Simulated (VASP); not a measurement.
# Ta2H (C222) in VASP: relaxation of cell and atoms with PBEsol

Aim: the relaxation of cell and atoms of Ta2H with PBEsol.

Everything below comes from runs of VASP 6.6.1. Logs are shortened: lines on timing, memory, paths and dates and some standing lists are left out, and cuts for length are marked.

**1. The cell of the first run**

Symmetry: C222, No. 21, orthorhombic system. The conventional cell has a = 3.441 Å, b = 4.743 Å, c = 4.759 Å, α = 90.00°, β = 90.00°, γ = 90.00°. H (site symmetry 222) has 4 Ta at 1.93 Å within 2.6 Å. Within 2.6 Å of Ta (site symmetry 2) lie 2 H at 1.93 Å.

**2. Relaxation of cell and atoms, PBEsol**

The input, INCAR:

```
PREC = Accurate ; ENCUT = 600
EDIFF = 1E-6 ; ISMEAR = 0
SIGMA = 0.05 ; LREAL = F
LASPH = T ; NELM = 80
ALGO = Normal ; ISIF = 3
LWAVE = F ; LCHARG = F
GGA = PS ; IBRION = 2
NSW = 80 ; EDIFFG = -0.01
```

The input, KPOINTS:

```
regular mesh
0
Gamma
  12 12 8
```

The input, POSCAR:

```
Ta2H
1.0
    1.7204951073     -2.3714690318      0.0000000000
    1.7204951073      2.3714690318      0.0000000000
    0.0000000000      0.0000000000      4.7585693900
H Ta
1 2
Direct
    0.0000000000      0.0000000000      0.0000000000
    0.0000000000      0.5000000000      0.2645697700
    0.5000000000      0.0000000000      0.7354302300
```

Potentials or basis: VASP PAW PBE potentials, release 64 (H, Ta_pv).

Launch:

```bash
> cat potpaw_PBE.64/H/POTCAR potpaw_PBE.64/Ta_pv/POTCAR > POTCAR
> mpirun -np 1 vasp_std > vasp.out
```

OUTCAR:

```text
PREC = Accurate
   ENCUT = 600
   EDIFF = 1E-6
   ISMEAR = 0
   LREAL = F
   LASPH = T
   NELM = 80
   ISIF = 3
   GGA = PS
   IBRION = 2
   NSW = 80
   EDIFFG = -0.01

 ion  position               nearest neighbor table
   1  0.000  0.000  0.000-   2 1.93   3 1.93   2 1.93   3 1.93
   2  0.000  0.500  0.265-   1 1.93   1 1.93   3 2.82   3 2.82   3 3.05   3 3.05   3 3.26   3 3.26
                             3 3.46   3 3.46
   3  0.500  0.000  0.735-   1 1.93   1 1.93   2 2.82   2 2.82   2 3.05   2 3.05   2 3.26   2 3.26
                             2 3.46   2 3.46

  LATTYP: Found a base centered orthorhombic cell.
 ALAT       =     3.4409902146
 B/A-ratio  =     1.3783642986
 C/A-ratio  =     1.3829069812

  Lattice vectors:

 A1 = (   1.7204951073,  -2.3714690318,   0.0000000000)
 A2 = (   1.7204951073,   2.3714690318,   0.0000000000)
 A3 = (   0.0000000000,   0.0000000000,   4.7585693900)

Analysis of symmetry for initial positions (statically):
=====================================================================
 Subroutine PRICEL returns:
 Original cell was already a primitive cell.

 Routine SETGRP: Setting up the symmetry group for a
 base centered orthorhombic supercell.

 Subroutine GETGRP returns: Found  4 space group operations
 (whereof  4 operations were pure point group operations)
 out of a pool of  8 trial point group operations.

The static configuration has the point symmetry D_2 .

Analysis of symmetry for dynamics (positions and initial velocities):
=====================================================================
 Subroutine PRICEL returns:
 Original cell was already a primitive cell.

 Routine SETGRP: Setting up the symmetry group for a
 base centered orthorhombic supercell.

 Subroutine GETGRP returns: Found  4 space group operations
 (whereof  4 operations were pure point group operations)
 out of a pool of  8 trial point group operations.

The dynamic configuration has the point symmetry D_2 .

 Subroutine INISYM returns: Found  4 space group operations
 (whereof  4 operations are pure point group operations),
 and found     1 'primitive' translations

----------------------------------------------------------------------------------------

                                     Primitive cell
[... 110 lines left out ...]
   IALGO  =     38    algorithm
   IMIX   =      4    mixing-type and parameters
     AMIX     =   0.40;   BMIX     =  1.00
     AMIX_MAG =   1.60;   BMIX_MAG =  1.00
  volume/ion in A,a.u.               =      12.94        87.35
  Fermi-wavevector in a.u.,A,eV,Ry     =   1.374860  2.598108 25.718261  1.890239
  Thomas-Fermi vector in A             =   2.500248
   LORBIT       =      0    0 simple, 1 ext, 2 COOP (PROOUT), +10 PAW based schemes
   GGA     = PS    functional components
   LHFCALC =     F    Hartree Fock is set to
   AEXX    =    0.0000 exact exchange contribution
   IVDW    =     0    specifies the selected vdW correction
   LEPSILON=     F    determine dielectric tensor
   LRPA    =     F    only Hartree local field effects (RPA)
 conjugate gradient relaxation of ions
 non-spin polarized calculation
 Gauss-broadening in eV      SIGMA  =   0.05
  energy-cutoff  :      600.00
  volume of cell :       38.83
 maximum number of plane-waves:      1320
   NGX = 11   NGY = 11   NGZ = 19

--------------------------------------- Ionic step        1  -------------------------------------------

 number of electron      23.0000002 magnetization

 Free energy of the ion-electron system (eV)
  ---------------------------------------------------
  ext. energy  EPLUGINS =         0.00000000
  ---------------------------------------------------
  free energy    TOTEN  =       -28.95405016 eV

  energy without entropy =      -28.95232114  energy(sigma->0) =      -28.95318565

------------------------ aborting loop because EDIFF is reached ----------------------------------------

  FORCE on cell =-STRESS in cart. coord.  units (eV):
  Direction    XX          YY          ZZ          XY          YZ          ZX
  --------------------------------------------------------------------------------------
  -------------------------------------------------------------------------------------
  Total       -1.2566666     -0.8517389     -0.7979405      0.0000000      0.0000000      0.0000000
  in kB      -51.8505492    -35.1430754    -32.9233312      0.0000000      0.0000000      0.0000000
  external PRESSURE =     -39.9723186 kB  Pullay stress =       0.0000000 kB
[... 246 lines left out ...]
--------------------------------------- Ionic step        8  -------------------------------------------

 number of electron      22.9999998 magnetization

 Free energy of the ion-electron system (eV)
  ---------------------------------------------------
  ext. energy  EPLUGINS =         0.00000000
  ---------------------------------------------------
  free energy    TOTEN  =       -28.96623943 eV

  energy without entropy =      -28.96457527  energy(sigma->0) =      -28.96540735

 E-fermi :   5.4057     XC(G=0): -12.7033

 val. band max:        5.4004412107   @ k =   0.2500   0.1667   0.1250
 cond. band min:       5.4178981085   @ k =   0.1667   0.1667   0.1250
 fundamental gap:      0.0174568978
 Fermi energy:         5.4056864174

 k-point     1 :       0.0000    0.0000    0.0000
  band No.  band energies     occupation
      1     -28.9959      2.00000
      2     -28.2484      2.00000
      3     -27.9386      2.00000
      4     -27.9380      2.00000
      5     -27.9123      2.00000
      6     -27.8737      2.00000
      7      -4.3576      2.00000
      8       0.8975      2.00000
      9       2.4024      2.00000
     10       4.8039      2.00000
     11       5.7124      0.00000
     12       5.7483      0.00000
     13       6.1740      0.00000
     14       8.6075      0.00000
[... 401 lines left out ...]
      2     -28.6956      2.00000
      3     -28.6032      2.00000
      4     -28.1866      2.00000
      5     -28.0757      2.00000
      6     -28.0523      2.00000
      7      -1.7849      2.00000
      8       2.0435      2.00000
      9       3.1541      2.00000
     10       3.7467      2.00000
     11       3.9308      2.00000
     12       4.3631      2.00000
     13       8.6118      0.00000
     14       9.0273      0.00000
     15       9.1464      0.00000

 [... further k-points ...]

------------------------ aborting loop because EDIFF is reached ----------------------------------------

  FORCE on cell =-STRESS in cart. coord.  units (eV):
  Direction    XX          YY          ZZ          XY          YZ          ZX
  --------------------------------------------------------------------------------------
  -------------------------------------------------------------------------------------
  Total        0.0137473      0.0252919     -0.0014430      0.0000000      0.0000000      0.0000000
  in kB        0.5788534      1.0649596     -0.0607609      0.0000000      0.0000000      0.0000000
  external PRESSURE =       0.5276840 kB  Pullay stress =       0.0000000 kB
[... 18 lines left out ...]
  FREE ENERGIE OF THE ION-ELECTRON SYSTEM (eV)
  ---------------------------------------------------
  free  energy   TOTEN  =       -28.9662394278 eV

  energy  without entropy=      -28.9645752673  energy(sigma->0) =      -28.96540735

 reached required accuracy - stopping structural energy minimisation
```

OSZICAR:

```text
N       E                     dE             d eps       ncg     rms          rms(c)
DAV:   1     0.172659482915E+03    0.17266E+03   -0.13975E+04  6450   0.169E+03
DAV:   2    -0.264242867654E+02   -0.19908E+03   -0.19761E+03  7801   0.431E+02
[... 54 lines left out ...]
   7 F= -.28966231E+02 E0= -.28965395E+02  d E =-.206257E-02
       N       E                     dE             d eps       ncg     rms          rms(c)
DAV:   1    -0.289662652441E+02   -0.34498E-04   -0.12784E-02  6485   0.117E+00    0.695E-02
DAV:   2    -0.289662561062E+02    0.91380E-05   -0.74413E-04  7136   0.287E-01    0.270E-02
DAV:   3    -0.289662393618E+02    0.16744E-04   -0.77548E-05  8691   0.804E-02    0.945E-03
DAV:   4    -0.289662394278E+02   -0.65951E-07   -0.33132E-06  7329   0.146E-02
   8 F= -.28966239E+02 E0= -.28965407E+02  d E =-.866529E-05
```

Run time: 2.7 min. Hardware: 1 thread of Intel Xeon 6975P-C (Granite Rapids), shared host; peak memory 0.29 GiB.

Results:

```yaml
Free_energy: -28.9662 eV
Relaxed_volume: 12.68 Å³/atom
Relaxed_cell: a = 2.908 Å, b = 2.908 Å, c = 4.758 Å, α = 90.00°, β = 90.00°, γ = 108.99°
Space_group_after_relaxing_to_0.1_Å: C222 (No. 21)
Energy_gained_by_relaxing: 4.1 meV/atom
Ionic_steps: 8
Pressure_after_relaxing: 0.1 GPa
Largest_force_after_relaxing: 0.004 eV/Å
Band_gap_on_the_k_mesh: zero (an odd number of electrons rules out a gap without spin polarisation)
```

Forces in eV/Å, atoms in the order of the input:
```
H    0.000  0.000  0.000
Ta   0.000  0.000  0.004
Ta   0.000  0.000 -0.004
```

Step by step:
```tsv
step	energy change (eV)	largest force (eV/Å)	pressure (GPa)	volume (Å³)
1	0.0000	0.0516	-4.00	38.83
2	0.0098	0.0675	6.52	37.04
3	-0.0101	0.0060	0.16	38.08
4	-0.0116	0.0064	0.05	38.08
5	-0.0121	0.0163	-0.02	38.07
6	-0.0122	0.0199	-0.04	38.07
7	-0.0122	0.0206	-0.05	38.07
8	-0.0122	0.0035	0.05	38.05
```

Final structure:
```cif
data_structure
_symmetry_space_group_name_H-M 'P 1'
_symmetry_Int_Tables_number 1
_cell_length_a 2.9082
_cell_length_b 2.9082
_cell_length_c 4.7579
_cell_angle_alpha 90.000
_cell_angle_beta 90.000
_cell_angle_gamma 108.989
_cell_volume 38.05
loop_
_atom_site_label
_atom_site_type_symbol
_atom_site_fract_x
_atom_site_fract_y
_atom_site_fract_z
_atom_site_occupancy
H1 H 0.00000 0.00000 0.00000 1
Ta1 Ta 0.00000 0.50000 0.26472 1
Ta2 Ta 0.50000 0.00000 0.73528 1
```

Caveat: the PAW data sets were made with another functional, which shifts forces and pressure a little; spin-orbit coupling is left out, which moves the levels of the heavy elements.
